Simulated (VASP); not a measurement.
# C (C2/m) in VASP: single point with r2SCAN

Aim: the single point of C with r2SCAN.

Program: VASP 6.6.1. These are calculated values, not measurements. Logs are shortened: lines on timing, memory, paths and dates and some standing lists are left out, and cuts for length are marked.

### 1 The cell of the first run

It takes space group C2/m (No. 12, monoclinic). Conventional cell: a = 4.858 Å, b = 6.871 Å, c = 4.207 Å, α = 90.00°, β = 125.26°, γ = 90.00°. Within 2.0 Å of C (site symmetry 1) lie 4 C at 1.47 to 1.63 Å. C (site symmetry m) has 4 C at 1.51 to 1.63 Å within 2.0 Å. Within 1.9 Å of C (site symmetry m) lie 4 C at 1.43 to 1.59 Å.

### 2 Single point, r2SCAN (atoms displaced along a vibrational mode)

Input file POSCAR:

```
C
1.0
   -2.4291088834      2.4291088834      2.4291088834
    2.4291088834     -2.4291088834      2.4291088834
    2.4291088834      2.4291088834     -2.4291088834
C
8
Direct
    0.3263709048      0.0096800144     -0.0077469539
    0.6736290952      0.6833091096      0.6658821413
    0.0000000000      0.3177082093     -0.0077469539
    0.0000000000      0.0096800144      0.3333036944
    0.0000000000      0.6822917907      0.0077469539
    0.3263709048      0.3166908904      0.3341178587
    0.6736290952     -0.0096800144      0.0077469539
    0.0000000000     -0.0096800144      0.6666963056
```

Input file INCAR.step1:

```
  ALGO = Normal
  EDIFF = 1E-4
  ENCUT = 520
  GGA = PE
  ISMEAR = 0
  LASPH = T
  LCHARG = F
  LREAL = F
  LWAVE = T
  NBANDS = 26
  NELM = 60
  PREC = Accurate
  SIGMA = 0.05
```

Input file INCAR.step2:

```
  ALGO = Normal
  EDIFF = 1E-7
  ENCUT = 520
  ISIF = 2
  ISMEAR = 0
  ISTART = 1
  LASPH = T
  LCHARG = F
  LMIXTAU = T
  LREAL = F
  LWAVE = F
  METAGGA = R2SCAN
  NBANDS = 26
  NELM = 60
  PREC = Accurate
  SIGMA = 0.05
```

Input file KPOINTS:

```
k-points
0
Gamma
  8 8 8
```

Potentials or basis: VASP PAW PBE potentials, release 64 (C).

Command:

```console
$ cat potpaw_PBE.64/C/POTCAR > POTCAR
$ cp INCAR.step1 INCAR
$ mpirun -np 1 vasp_std > vasp.out
$ cp INCAR.step2 INCAR
$ mpirun -np 1 vasp_std > vasp.out
```

OUTCAR:

```text
EDIFF = 1E-7
   ENCUT = 520
   ISIF = 2
   ISMEAR = 0
   ISTART = 1
   LASPH = T
   LREAL = F
   METAGGA = R2SCAN
   NELM = 60
   PREC = Accurate

 ion  position               nearest neighbor table
   1  0.326  0.010  0.992-   7 1.47   8 1.54   6 1.58   5 1.63
   2  0.674  0.683  0.666-   6 1.47   8 1.54   7 1.58   5 1.63
   3  0.000  0.318  0.992-   5 1.51   8 1.59   6 1.63   7 1.63
   4  0.000  0.010  0.333-   8 1.43   7 1.54   6 1.54   5 1.59
   5  0.000  0.682  0.008-   3 1.51   4 1.59   2 1.63   1 1.63
   6  0.326  0.317  0.334-   2 1.47   4 1.54   1 1.58   3 1.63
   7  0.674  0.990  0.008-   1 1.47   4 1.54   2 1.58   3 1.63
   8  0.000  0.990  0.667-   4 1.43   1 1.54   2 1.54   3 1.59

  LATTYP: Found a body centered cubic cell.
 ALAT       =     4.8582177668

  Lattice vectors:

 A1 = (  -2.4291088834,   2.4291088834,   2.4291088834)
 A2 = (   2.4291088834,  -2.4291088834,   2.4291088834)
 A3 = (   2.4291088834,   2.4291088834,  -2.4291088834)

Analysis of symmetry for initial positions (statically):
=====================================================================
 Subroutine PRICEL returns:
 Original cell was already a primitive cell.

 Routine SETGRP: Setting up the symmetry group for a
 body centered cubic supercell.

 Subroutine GETGRP returns: Found  4 space group operations
 (whereof  4 operations were pure point group operations)
 out of a pool of 48 trial point group operations.

The static configuration has the point symmetry C_2h.

Analysis of symmetry for dynamics (positions and initial velocities):
=====================================================================
 Subroutine PRICEL returns:
 Original cell was already a primitive cell.

 Routine SETGRP: Setting up the symmetry group for a
 body centered cubic supercell.

 Subroutine GETGRP returns: Found  4 space group operations
 (whereof  4 operations were pure point group operations)
 out of a pool of 48 trial point group operations.

The dynamic configuration has the point symmetry C_2h.

 Subroutine INISYM returns: Found  4 space group operations
 (whereof  4 operations are pure point group operations),
 and found     1 'primitive' translations

----------------------------------------------------------------------------------------

                                     Primitive cell

  volume of cell :      57.3325

  direct lattice vectors                    reciprocal lattice vectors
    -2.429108883  2.429108883  2.429108883     0.000000000  0.205836800  0.205836800
     2.429108883 -2.429108883  2.429108883     0.205836800  0.000000000  0.205836800
     2.429108883  2.429108883 -2.429108883     0.205836800  0.205836800  0.000000000

  length of vectors
     4.207340003  4.207340003  4.207340003     0.291097195  0.291097195  0.291097195

  position of ions in fractional coordinates (direct lattice)
     0.326370905  0.009680014  0.992253046
     0.673629095  0.683309110  0.665882141
     0.000000000  0.317708209  0.992253046
     0.000000000  0.009680014  0.333303694
     0.000000000  0.682291791  0.007746954
     0.326370905  0.316690890  0.334117859
     0.673629095  0.990319986  0.007746954
     0.000000000  0.990319986  0.666696306

  ion indices of the primitive-cell ions
   primitive index   ion index
                 1           1
                 2           2
                 3           3
                 4           4
                 5           5
                 6           6
                 7           7
                 8           8

----------------------------------------------------------------------------------------

 KPOINTS: k-points

Automatic generation of k-mesh.
 Grid dimensions read from file:
 generate k-points for:    8    8    8

 Generating k-lattice:

  Cartesian coordinates                     Fractional coordinates (reciprocal lattice)
     0.000000000  0.025729600  0.025729600     0.125000000  0.000000000  0.000000000
     0.025729600  0.000000000  0.025729600     0.000000000  0.125000000  0.000000000
     0.025729600  0.025729600  0.000000000     0.000000000  0.000000000  0.125000000

  Length of vectors
     0.036387149  0.036387149  0.036387149

  Shift w.r.t. Gamma in fractional coordinates (k-lattice)
     0.000000000  0.000000000  0.000000000

 Subroutine IBZKPT returns following result:
 ===========================================

 Found    150 irreducible k-points:

 Following reciprocal coordinates:
            Coordinates               Weight
  0.000000  0.000000  0.000000      1.000000
  0.125000  0.000000  0.000000      2.000000
  0.000000  0.125000  0.000000      4.000000
  0.000000  0.000000  0.125000      4.000000
  0.000000  0.125000 -0.125000      2.000000
  0.250000  0.000000  0.000000      2.000000
[... 16 lines left out ...]
  0.000000  0.250000 -0.125000      4.000000
 -0.125000  0.250000  0.000000      2.000000
 [... further k-points ...]
   k-points           NKPTS =    150   k-points in BZ     NKDIM =    150   number of bands    NBANDS=     26
   number of dos      NEDOS =    301   number of ions     NIONS =      8
   total plane-waves  NPLWV =  32768
   dimension x,y,z NGX =    32 NGY =   32 NGZ =   32
   dimension x,y,z NGXF=    64 NGYF=   64 NGZF=   64
   ions per type =               8
   NGX,Y,Z   is equivalent  to a cutoff of  12.64, 12.64, 12.64 a.u.
   NGXF,Y,Z  is equivalent  to a cutoff of  25.29, 25.29, 25.29 a.u.
 SYSTEM =  unknown system
   PREC   = accura    normal or accurate (medium, high low for compatibility)
   ISTART =      1    job   : 0-new  1-cont  2-samecut
   ICHARG =      0    charge: 1-file 2-atom 10-const
   ISPIN  =      1    spin polarized calculation?
   LNONCOLLINEAR =      F non collinear calculations
   LSORBIT =      F    spin-orbit coupling
   LASPH  =      T    aspherical Exc in radial PAW
   ENCUT  =  520.0 eV  38.22 Ry    6.18 a.u.   7.82  7.82  7.82*2*pi/ulx,y,z
   NELM   =     60;   NELMIN=  2; NELMDL=  0     # of ELM steps
   EDIFF  = 0.1E-06   stopping-criterion for ELM
   LREAL  =      F    real-space projection
   EDIFFG = 0.1E-05   stopping-criterion for IOM
   NSW    =      0    number of steps for IOM
   IBRION =     -1    ionic relax: 0-MD 1-quasi-New 2-CG
   NFREE  =      0    steps in history (QN), initial steepest desc. (CG)
   ISIF   =      2    stress and relaxation
   ISYM   =      2    0-nonsym 1-usesym 2-fastsym
   POTIM  = 0.5000    time-step for ionic-motion
   TEBEG  =    0.0;   TEEND  =   0.0 temperature during run
   PSTRESS=    0.0 pullay stress
   NELECT =      32.0000    total number of electrons
   NUPDOWN=      -1.0000    fix difference up-down
   EMIN   =  10.00;   EMAX   =-10.00  energy-range for DOS
   EFERMI =   0.00;   METHOD = LEGACY
   ISMEAR =     0;   SIGMA  =   0.05  broadening in eV -4-tet -1-fermi 0-gaus
   EFERMI_NEDOS =   21; number of points for ismear=-14 and -15
   IALGO  =     38    algorithm
   IMIX   =      4    mixing-type and parameters
     AMIX     =   0.40;   BMIX     =  1.00
     AMIX_MAG =   1.60;   BMIX_MAG =  1.00
  volume/ion in A,a.u.               =       7.17        48.36
  Fermi-wavevector in a.u.,A,eV,Ry     =   1.347901  2.547163 24.719552  1.816836
  Thomas-Fermi vector in A             =   2.475613
   LORBIT       =      0    0 simple, 1 ext, 2 COOP (PROOUT), +10 PAW based schemes
   METAGGA = R2SCAN    functional components
   LHFCALC =     F    Hartree Fock is set to
   AEXX    =    0.0000 exact exchange contribution
   IVDW    =     0    specifies the selected vdW correction
   LEPSILON=     F    determine dielectric tensor
   LRPA    =     F    only Hartree local field effects (RPA)
 non-spin polarized calculation
 Gauss-broadening in eV      SIGMA  =   0.05
  energy-cutoff  :      520.00
  volume of cell :       57.33
 maximum number of plane-waves:      1568
   NGX = 15   NGY = 15   NGZ = 15

 number of electron      32.0000000 magnetization

 Free energy of the ion-electron system (eV)
  ---------------------------------------------------
  ext. energy  EPLUGINS =         0.00000000
  ---------------------------------------------------
  free energy    TOTEN  =       -72.56359264 eV

  energy without entropy =      -72.56359264  energy(sigma->0) =      -72.56359264

 E-fermi :   7.5888     XC(G=0): -12.4639

 val. band max:        7.3808202231   @ k =   0.5000   0.5000   0.5000
 cond. band min:       9.5031110122   @ k =  -0.1250   0.3750  -0.1250
 fundamental gap:      2.1222907891
 Fermi energy:         7.5888360941

 k-point     1 :       0.0000    0.0000    0.0000
  band No.  band energies     occupation
      1     -15.4788      2.00000
      2      -7.4844      2.00000
      3      -6.9993      2.00000
      4      -6.4922      2.00000
      5      -6.4544      2.00000
      6      -6.0739      2.00000
[... 18 lines left out ...]
     25      18.2320      0.00000
     26      18.5488      0.00000

 k-point     2 :       0.1250    0.0000    0.0000
  band No.  band energies     occupation
      1     -15.3745      2.00000
      2      -8.0733      2.00000
      3      -7.8098      2.00000
      4      -6.7750      2.00000
      5      -6.4574      2.00000
      6      -5.5186      2.00000
[... 18 lines left out ...]
     25      18.1715      0.00000
     26      18.3868      0.00000

 k-point     3 :       0.0000    0.1250    0.0000
  band No.  band energies     occupation
      1     -15.3792      2.00000
      2      -7.9627      2.00000
      3      -7.5028      2.00000
      4      -7.1522      2.00000
      5      -6.5204      2.00000
      6      -5.8702      2.00000
[... 572 lines left out ...]
 k-point    23 :       0.0000    0.2500   -0.1250
  band No.  band energies     occupation
      1     -15.1906      2.00000
      2      -8.6736      2.00000
      3      -8.3854      2.00000
      4      -7.4102      2.00000
      5      -6.1275      2.00000
      6      -5.3286      2.00000
[... 18 lines left out ...]
     25      18.0861      0.00000
     26      18.3709      0.00000

 k-point    24 :      -0.1250    0.2500    0.0000
  band No.  band energies     occupation
      1     -15.1969      2.00000
      2      -8.5320      2.00000
      3      -8.1361      2.00000
      4      -7.7538      2.00000
      5      -6.5223      2.00000
      6      -5.0419      2.00000
[... 18 lines left out ...]
     25      18.3744      0.00000
     26      18.3984      0.00000

 [... further k-points ...]

------------------------ aborting loop because EDIFF is reached ----------------------------------------

  FORCE on cell =-STRESS in cart. coord.  units (eV):
  Direction    XX          YY          ZZ          XY          YZ          ZX
  --------------------------------------------------------------------------------------
  -------------------------------------------------------------------------------------
  Total        0.2121267      0.7158082      0.7158082      0.1587944      0.1662320     -0.1587943
  in kB        5.9279565     20.0035163     20.0035163      4.4375659      4.6454128     -4.4375631
  external PRESSURE =      15.3116630 kB  Pullay stress =       0.0000000 kB

 VOLUME and BASIS-vectors are now :
 -----------------------------------------------------------------------------
  energy-cutoff  :      520.00
  volume of cell :       57.33
      direct lattice vectors                 reciprocal lattice vectors
    -2.429108883  2.429108883  2.429108883     0.000000000  0.205836800  0.205836800
     2.429108883 -2.429108883  2.429108883     0.205836800  0.000000000  0.205836800
     2.429108883  2.429108883 -2.429108883     0.205836800  0.205836800  0.000000000

 POSITION                                       TOTAL-FORCE (eV/Angst)
 -----------------------------------------------------------------------------------
      1.64101      3.17957     -1.59399        -0.122634      1.965562     -1.666853
      1.64101      1.59399      1.67865        -0.122634      1.666853     -1.965562
      3.18204      1.63854     -1.63854         1.630884     -0.006208      0.006208
      0.83314      0.78612     -0.78612        -1.755730      0.212996     -0.212996
      1.67618     -1.63854      1.63854        -1.630884      0.006208     -0.006208
      0.78809      0.83512      0.75046         0.122634     -1.666853      1.965562
      0.78809     -0.75046      4.02310         0.122634     -1.965562      1.666853
      4.02507     -0.78612      0.78612         1.755730     -0.212996      0.212996
 -----------------------------------------------------------------------------------
    total drift:                               -0.000000      0.000000      0.000000

  FREE ENERGIE OF THE ION-ELECTRON SYSTEM (eV)
  ---------------------------------------------------
  free  energy   TOTEN  =       -72.5635926359 eV

  energy  without entropy=      -72.5635926359  energy(sigma->0) =      -72.56359264
```

It took 6.3 min on 1 thread of AMD EPYC 9R45 (Zen 5), shared host; peak memory 0.24 GiB.

Results:

```
Free energy            : -72.5636 eV
Pressure               : 1.5 GPa
Largest force          : 2.580 eV/Å
Band gap on the k mesh : 2.12 eV (least direct gap 3.29 eV)
```

Forces in eV/Å, atoms in the order of the input:
```
C   -0.123  1.966 -1.667
C   -0.123  1.667 -1.966
C    1.631 -0.006  0.006
C   -1.756  0.213 -0.213
C   -1.631  0.006 -0.006
C    0.123 -1.667  1.966
C    0.123 -1.966  1.667
C    1.756 -0.213  0.213
```

Caveat: the cell differs from its parent crystal (atoms displaced along a vibrational mode); the PAW data sets were made with another functional, which shifts forces and pressure a little. A k mesh can miss the band edges.
